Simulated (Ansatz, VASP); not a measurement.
**Two plane-wave programs on TaN**

INCAR

```
SYSTEM = TaN
ALGO = Normal
EDIFF = 1E-6
ENCUT = 520
GGA = PS
ISIF = 2
ISMEAR = 0
LASPH = .True.
LCHARG = .False.
LREAL = .False.
LWAVE = .False.
NBANDS = 15
NELM = 80
PREC = Accurate
SIGMA = 0.15
```

KPOINTS

```
k-points
0
Gamma
  18 18 18
  0 0 0
```

Contents of POSCAR:

```
TaN
1.0
    0.0000000000      2.1874436400      2.2458483852
    2.1874436400      0.0000000000      2.2458483852
    2.1874436400      2.1874436400      0.0000000000
Ta N
1 1
Direct
    0.5000000000      0.5000000000      0.5000000000
    0.0000000000      0.0000000000      0.0000000000
```

Input for Ansatz:

```yaml
crystal:
  lattice:
    - [0.0, 2.18744364, 2.2458483852]
    - [2.18744364, 0.0, 2.2458483852]
    - [2.18744364, 2.18744364, 0.0]
  atoms:
    - { symbol: Ta, position: [0.5, 0.5, 0.5] }
    - { symbol: "N", position: [0.0, 0.0, 0.0] }
basis:
  ecutwfc: 520.0
kpoints:
  mp_grid: { grid: [18, 18, 18] }
hamiltonian:
  xc: pbesol
  pseudopotentials: { kind: paw, azcp: { folder: soft_1 } }
scf:
  occupations: { method: gaussian, width: 0.15 }
output:
  forces: true
  stress: true
  eigenvalues: true
  write_density: true
  write_potential: true
  elf: true
  volumetric_format: npy
```

Change from the starting cell: engineering shear strain xz +0.0000, normal strain along z +0.0267.

Alike in both runs: task single point; functional PBEsol; k mesh 18 × 18 × 18; occupations gaussian, width 0.15 eV; no spin polarisation.

|  | VASP | Ansatz |
| --- | --- | --- |
| version | VASP 6.6.1 | Ansatz 0.2.0 |
| potentials or method | VASP PAW PBE potentials, release 64 (Ta_pv, N), cutoff 520 eV | scalar-relativistic, plane waves, PAW |
| valence electrons in the cell | 16 | 18 |

|  | VASP | Ansatz | Ansatz less VASP |
| --- | --- | --- | --- |
| gap on the k mesh at the Fermi level (eV) | none | none | - |
| pressure (GPa) | -7.3 | -8.4 | -1.12 |
| traceless stress, the component that is largest in VASP (GPa) | -9.16 | -9.09 | +0.069 |

VASP's potentials were made for PBE, not for PBEsol, and Ansatz warns of the same on its side. A gap of «none» marks a metal or a gap that the smearing closes. VASP's potentials hold 16 valence electrons a cell and Ansatz's 18, so a difference there can come from the potentials and not from the codes.

Spin-orbit coupling is off throughout.
